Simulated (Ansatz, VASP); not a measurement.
# Two plane-wave programs on BaS

Contents of INCAR:

```
  PREC = Accurate
  ENCUT = 500
  EDIFF = 1E-6
  ISMEAR = 0
  SIGMA = 0.02
  LREAL = False
  LASPH = True
  NELM = 120
  ALGO = Normal
  ISIF = 2
  LWAVE = False
  LCHARG = True
  GGA = PS
  LELF = True
  LVHAR = True
  NBANDS = 15
  GGA_COMPAT = False
```

File KPOINTS:

```
regular mesh
0
Gamma
  8 8 8
```

Contents of POSCAR:

```
BaS
1.0
    0.0000000000      3.1661429452      3.1661429452
    3.1661429452      0.0000000000      3.1661429452
    3.1661429452      3.1661429452      0.0000000000
Ba S
1 1
Direct
    0.0000000000      0.0000000000      0.0000000000
    0.5000000000      0.5000000000      0.5000000000
```

Input for Ansatz:

```yaml
crystal:
  lattice:
    - [0.0, 3.1661429452, 3.1661429452]
    - [3.1661429452, 0.0, 3.1661429452]
    - [3.1661429452, 3.1661429452, 0.0]
  atoms:
    - { symbol: Ba, position: [0.0, 0.0, 0.0] }
    - { symbol: S, position: [0.5, 0.5, 0.5] }
basis:
  ecutwfc: 420
kpoints:
  mp_grid: { grid: [8, 8, 8] }
  band_path:
    path:
      - [[0.0, 0.0, 0.0], [0.5, 0.0, 0.5], [0.625, 0.25, 0.625]]
      - [[0.375, 0.375, 0.75], [0.0, 0.0, 0.0], [0.5, 0.5, 0.5], [0.5, 0.25, 0.75], [0.5, 0.0, 0.5]]
    npoints: 10
hamiltonian:
  xc: pbesol
  pseudopotentials: { kind: paw, azcp: { folder: soft_1 } }
scf:
  occupations: { method: gaussian, width: 0.02 }
  n_extra_bands: 7
output:
  forces: true
  stress: true
  eigenvalues: true
```

Alike in both runs: task single point; functional PBEsol; k mesh 8 × 8 × 8; occupations gaussian, width 0.02 eV; no spin polarisation.

|  | VASP | Ansatz |
| --- | --- | --- |
| version | VASP 6.6.1 | Ansatz 0.2.0 |
| potentials or method | VASP PAW PBE potentials, release 64 (Ba_sv, S), cutoff 500 eV | scalar-relativistic, plane waves, PAW |
| valence electrons in the cell | 16 | 16 |

Ansatz gave:

```
gap on the k mesh at the Fermi level (eV) : 2.04
least direct gap on the mesh (eV)         : 2.13
pressure (GPa)                            : 0.0
```

Question: Which values does VASP return?

Answer: gap on the k mesh at the Fermi level (eV): 1.93; least direct gap on the mesh (eV): 2.06; pressure (GPa): 0.7.

VASP's potentials were made for PBE, not for PBEsol, and Ansatz warns of the same on its side.

Neither program's run includes spin-orbit coupling.
